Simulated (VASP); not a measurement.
# Cu (R-3m) in VASP: single point with PBEsol

Aim: the single point of Cu with PBEsol.

Everything below comes from runs of VASP 6.6.1. Logs are shortened: lines on timing, memory, paths and dates and some standing lists are left out, and cuts for length are marked.

## 1. The cell of the first run

The structure is trigonal, space group R-3m (No. 166). Conventional cell: a = 3.447 Å, b = 3.447 Å, c = 17.122 Å, α = 90.00°, β = 90.00°, γ = 120.00°. Cu (site symmetry -3m) has 6 Cu at 3.45 Å within 4.5 Å.

## 2. Single point, PBEsol

Input file INCAR:

```
SYSTEM = Cu
PREC = Accurate ; ENCUT = 520
EDIFF = 1E-6 ; ISMEAR = -1
SIGMA = 0.1 ; LREAL = .FALSE.
LASPH = .TRUE. ; NELM = 80
ALGO = Normal ; ISIF = 2
LWAVE = .FALSE. ; LCHARG = .TRUE.
GGA = PS ; LELF = .TRUE.
LVHAR = .TRUE. ; NBANDS = 12
```

Input file KPOINTS:

```
regular mesh
0
G
  8 8 8
  0 0 0
```

Input file POSCAR:

```
Cu
1.0
    1.7236700000      0.9951600000      5.7071900000
   -1.7236700000      0.9951600000      5.7071900000
    0.0000000000     -1.9903200000      5.7071900000
Cu
1
Direct
    0.9969500000      0.9969500000      0.9969500000
```

Potentials or basis: VASP PAW PBE potentials, release 64 (Cu).

Command:

```sh
$ cat potpaw_PBE.64/Cu/POTCAR > POTCAR
$ mpirun -np 1 vasp_std > vasp.out
```

OUTCAR:

```text
SYSTEM = Cu
   PREC = Accurate
   ENCUT = 520
   EDIFF = 1E-6
   ISMEAR = -1
   LREAL = .FALSE.
   LASPH = .TRUE.
   NELM = 80
   ISIF = 2
   GGA = PS

 ion  position               nearest neighbor table
   1  0.997  0.997  0.997-

  LATTYP: Found a trigonal (rhomboedric) cell.
 ALAT       =     6.0442865080
 COS(alpha) =     0.8373522137

  Lattice vectors:

 A1 = (   1.7236700000,   0.9951600000,   5.7071900000)
 A2 = (  -1.7236700000,   0.9951600000,   5.7071900000)
 A3 = (   0.0000000000,  -1.9903200000,   5.7071900000)

Analysis of symmetry for initial positions (statically):
=====================================================================
 Subroutine PRICEL returns:
 Original cell was already a primitive cell.

 Routine SETGRP: Setting up the symmetry group for a
 trigonal (rhombohedral) supercell.

 Subroutine GETGRP returns: Found 12 space group operations
 (whereof  6 operations were pure point group operations)
 out of a pool of 12 trial point group operations.

The static configuration has the point symmetry C_3v.
 The point group associated with its full space group is D_3d.

Analysis of symmetry for dynamics (positions and initial velocities):
=====================================================================
 Subroutine PRICEL returns:
 Original cell was already a primitive cell.

 Routine SETGRP: Setting up the symmetry group for a
 trigonal (rhombohedral) supercell.

 Subroutine GETGRP returns: Found 12 space group operations
 (whereof  6 operations were pure point group operations)
 out of a pool of 12 trial point group operations.

The dynamic configuration has the point symmetry C_3v.
 The point group associated with its full space group is D_3d.

 Subroutine INISYM returns: Found 12 space group operations
 (whereof  6 operations are pure point group operations),
 and found     1 'primitive' translations

----------------------------------------------------------------------------------------

                                     Primitive cell

  volume of cell :      58.7382

  direct lattice vectors                    reciprocal lattice vectors
     1.723670000  0.995160000  5.707190000     0.290078727  0.167477257  0.058405859
    -1.723670000  0.995160000  5.707190000    -0.290078727  0.167477257  0.058405859
     0.000000000 -1.990320000  5.707190000     0.000000000 -0.334954513  0.058405859

  length of vectors
     6.044286508  6.044286508  6.044285847     0.340008153  0.340008153  0.340008486

  position of ions in fractional coordinates (direct lattice)
     0.996950000  0.996950000  0.996950000
[... 85 lines left out ...]
   TEBEG  =    0.0;   TEEND  =   0.0 temperature during run
   PSTRESS=    0.0 pullay stress
   NELECT =      11.0000    total number of electrons
   NUPDOWN=      -1.0000    fix difference up-down
   EMIN   =  10.00;   EMAX   =-10.00  energy-range for DOS
   EFERMI =   0.00;   METHOD = LEGACY
   ISMEAR =    -1;   SIGMA  =   0.10  broadening in eV -4-tet -1-fermi 0-gaus
   EFERMI_NEDOS =   21; number of points for ismear=-14 and -15
   IALGO  =     38    algorithm
   IMIX   =      4    mixing-type and parameters
     AMIX     =   0.40;   BMIX     =  1.00
     AMIX_MAG =   1.60;   BMIX_MAG =  1.00
  volume/ion in A,a.u.               =      58.74       396.38
  Fermi-wavevector in a.u.,A,eV,Ry     =   0.936625  1.769964 11.935922  0.877265
  Thomas-Fermi vector in A             =   2.063653
   LORBIT       =      0    0 simple, 1 ext, 2 COOP (PROOUT), +10 PAW based schemes
   GGA     = PS    functional components
   LHFCALC =     F    Hartree Fock is set to
   AEXX    =    0.0000 exact exchange contribution
   IVDW    =     0    specifies the selected vdW correction
   LEPSILON=     F    determine dielectric tensor
   LRPA    =     F    only Hartree local field effects (RPA)
 non-spin polarized calculation
  energy-cutoff  :      520.00
  volume of cell :       58.74
 maximum number of plane-waves:      1604
 NGX is ok and might be reduce to    48
   NGX = 23   NGY = 23   NGZ = 23

 number of electron      10.9999997 magnetization

 Free energy of the ion-electron system (eV)
  ---------------------------------------------------
  ext. energy  EPLUGINS =         0.00000000
  ---------------------------------------------------
  free energy    TOTEN  =        -1.59909653 eV

  energy without entropy =       -1.57886473  energy(sigma->0) =       -1.58898063

 E-fermi :  -2.3789     XC(G=0):  -5.3873

 val. band max:       -2.6384327062   @ k =  -0.3750   0.5000   0.2500
 cond. band min:      -2.3447239843   @ k =  -0.2500   0.1250   0.1250
 fundamental gap:      0.2937087220
 Fermi energy:        -2.3789153122

 k-point     1 :       0.0000    0.0000    0.0000
  band No.  band energies     occupation
      1      -5.0227      2.00000
      2      -3.3320      1.99985
      3      -3.3320      1.99985
      4      -3.2413      1.99964
      5      -3.0647      1.99790
      6      -3.0647      1.99790
      7       0.9003      0.00000
      8       3.1277      0.00000
      9      10.5234      0.00000
     10      10.5234      0.00000
     11      13.6374      0.00000
     12      14.1365      0.00000
[... 331 lines left out ...]
 k-point    24 :       0.3750    0.1250    0.1250
  band No.  band energies     occupation
      1      -3.9906      2.00000
      2      -3.3282      1.99985
      3      -3.2251      1.99958
      4      -3.1819      1.99935
      5      -3.1316      1.99892
      6      -3.0901      1.99837
      7       1.3450      0.00000
      8       4.9600      0.00000
      9       5.3434      0.00000
     10       8.4264      0.00000
     11      10.4909      0.00000
     12      10.9550      0.00000

 [... further k-points ...]

------------------------ aborting loop because EDIFF is reached ----------------------------------------

  FORCE on cell =-STRESS in cart. coord.  units (eV):
  Direction    XX          YY          ZZ          XY          YZ          ZX
  --------------------------------------------------------------------------------------
  -------------------------------------------------------------------------------------
  Total       -2.7807848     -2.7807773     -0.1241329      0.0000000      0.0000000      0.0000000
  in kB      -75.8503077    -75.8501036     -3.3859217      0.0000000      0.0000000      0.0000000
  external PRESSURE =     -51.6954443 kB  Pullay stress =       0.0000000 kB

 VOLUME and BASIS-vectors are now :
 -----------------------------------------------------------------------------
  energy-cutoff  :      520.00
  volume of cell :       58.74
      direct lattice vectors                 reciprocal lattice vectors
     1.723670000  0.995160000  5.707190000     0.290078727  0.167477257  0.058405859
    -1.723670000  0.995160000  5.707190000    -0.290078727  0.167477257  0.058405859
     0.000000000 -1.990320000  5.707190000     0.000000000 -0.334954513  0.058405859

 POSITION                                       TOTAL-FORCE (eV/Angst)
 -----------------------------------------------------------------------------------
      0.00000      0.00000     17.06935         0.000000      0.000000      0.000000
 -----------------------------------------------------------------------------------
    total drift:                                0.000000      0.000000      0.000046

  FREE ENERGIE OF THE ION-ELECTRON SYSTEM (eV)
  ---------------------------------------------------
  free  energy   TOTEN  =        -1.5990965315 eV

  energy  without entropy=       -1.5788647281  energy(sigma->0) =       -1.58898063
```

Wall time 98 s (1 thread of Intel Xeon Platinum 8259CL at 2.50GHz (Skylake/Cascade Lake), shared host); peak memory 0.32 GiB.

What came out:

- Free energy: -1.5991 eV
- Pressure: -5.2 GPa
- Band gap on the k mesh: zero (an odd number of electrons rules out a gap without spin polarisation)

Stress tensor (GPa, compression positive):
```
-7.59  0.00  0.00
 0.00 -7.59  0.00
 0.00  0.00 -0.34
```

Caveat: the stress differs along the axes, from -8 to -0 GPa; the PAW data sets were made with another functional, which shifts forces and pressure a little.

The gap in the log of VASP goes by the Fermi energy; the results here count the filled bands.